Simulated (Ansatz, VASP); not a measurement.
## InP: VASP beside Ansatz

File INCAR:

```
SYSTEM = InP
PREC = Accurate ; ENCUT = 520
EDIFF = 1E-6 ; ISMEAR = 0
SIGMA = 0.05 ; LREAL = .FALSE.
LASPH = .TRUE. ; NELM = 80
ALGO = Normal ; ISIF = 2
LWAVE = .FALSE. ; LCHARG = .TRUE.
LELF = .TRUE. ; LVHAR = .TRUE.
NBANDS = 16
```

KPOINTS

```
Automatic mesh
0
G
  12 12 12
  0 0 0
```

Contents of POSCAR:

```
InP
1.0
    0.0000000000      2.6256754680      3.1498026247
    3.1498026247      0.0000000000      3.1498026247
    3.1498026247      2.6256754680      0.0000000000
In P
1 1
Direct
    0.0000000000      0.0000000000      0.0000000000
    0.7500000000      0.7500000000      0.7500000000
```

Input for Ansatz:

```yaml
crystal:
  lattice:
    - [0.0, 2.625675468, 3.1498026247]
    - [3.1498026247, 0.0, 3.1498026247]
    - [3.1498026247, 2.625675468, 0.0]
  atoms:
    - { symbol: In, position: [0.0, 0.0, 0.0] }
    - { symbol: P, position: [0.75, 0.75, 0.75] }
basis:
  ecutwfc: 420
kpoints:
  mp_grid: { grid: [12, 12, 12] }
hamiltonian:
  xc: lda
  pseudopotentials: { kind: paw, azcp: { folder: soft_1 } }
scf:
  occupations: { method: gaussian, width: 0.05 }
output:
  forces: true
  stress: true
  eigenvalues: true
```

Alike in both runs: task single point; functional LDA; k mesh 12 × 12 × 12; occupations gaussian, width 0.05 eV; no spin polarisation.

|  | VASP | Ansatz |
| --- | --- | --- |
| version | VASP 6.6.1 | Ansatz 0.2.0 |
| potentials or method | VASP PAW LDA potentials, release 64 (In_d, P), cutoff 520 eV | scalar-relativistic, plane waves, PAW |
| valence electrons in the cell | 18 | 18 |

|  | VASP | Ansatz | Ansatz less VASP |
| --- | --- | --- | --- |
| gap on the k mesh at the Fermi level (eV) | 0.21 | 0.22 | +0.005 |
| least direct gap on the mesh (eV) | 0.21 | 0.24 | +0.032 |
| pressure (GPa) | -3.9 | -4.0 | 0.00 |
| traceless stress, the component that is largest in VASP (GPa) | 3.90 | 3.91 | +0.005 |

Ansatz warns that its potentials were made for another functional, while VASP's fit it. LDA's correlation is that of Perdew and Zunger in VASP and of Perdew and Wang (1992) in Ansatz.
